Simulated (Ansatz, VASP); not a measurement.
**GeCl3: VASP beside Ansatz**

```
Ge Cl
1.0
     5.40422    0.00000    0.00000
     0.00000    5.40422    0.00000
     0.00000    0.00000    3.53115
Ge Cl
1 3
Direct
  0.50000 0.50000 0.00000
  0.00000 0.50000 0.00000
  0.50000 0.00000 0.00000
  0.00000 0.00000 0.00000
```

Alike in both runs: functional PBE; k mesh 10 × 10 × 14; occupations gaussian, width 0.1 eV; no spin polarisation.

Ansatz relaxed the structure, and its values are those at the end. VASP's run is a single point on that final structure, the one shown.

```csv
,VASP,Ansatz
version,VASP 6.6.1,Ansatz 0.2.0
potentials or method,"VASP PAW PBE potentials, release 64 (Ge_d, Cl), cutoff 520 eV","scalar-relativistic, plane waves, PAW"
valence electrons in the cell,35,35
```

|  | VASP | Ansatz | Ansatz less VASP |
| --- | --- | --- | --- |
| gap on the k mesh at the Fermi level (eV) | none | none | - |
| pressure (GPa) | -0.1 | 0.0 | +0.05 |

A gap of «none» marks a metal or a gap that the smearing closes.
